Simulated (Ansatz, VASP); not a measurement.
# One calculation of CoSi2, two programs

```
Co Si
1.0
     0.00000    2.67994    2.67994
     2.67994    0.00000    2.67994
     2.67994    2.67994    0.00000
Co Si
1 2
Direct
  0.00000 0.00000 0.00000
  0.27424 0.27424 0.27424
  0.72576 0.72576 0.72576
```

Change from the starting cell: mode 4 (324.9 1/cm) frozen in, largest displacement -0.225 Å.

Alike in both runs: task single point; functional PBE; k mesh 16 × 16 × 16; occupations gaussian, width 0.15 eV; no spin polarisation.

|  | VASP | Ansatz |
| --- | --- | --- |
| version | VASP 6.6.1 | Ansatz 0.2.0 |
| potentials or method | VASP PAW PBE potentials, release 64 (Co, Si), cutoff 520 eV | scalar-relativistic, plane waves, PAW |
| valence electrons in the cell | 17 | 25 |

Ansatz gave:

| Item | Value |
| --- | --- |
| gap on the k mesh at the Fermi level (eV) | none |
| pressure (GPa) | 6.6 |
| traceless stress, the component that is largest in VASP (GPa) | -7.85 |
| rms of the force components (eV/Å) | 0.917 |

Q: Estimate VASP's values.

A: gap on the k mesh at the Fermi level (eV): none; pressure (GPa): 6.5; traceless stress, the component that is largest in VASP (GPa): -7.84; rms of the force components (eV/Å): 0.915.

Atom by atom the forces differ by 0.002 eV/Å (rms over components). A gap of «none» marks a metal or a gap that the smearing closes. VASP's potentials hold 17 valence electrons a cell and Ansatz's 25, so a difference there can come from the potentials and not from the codes.
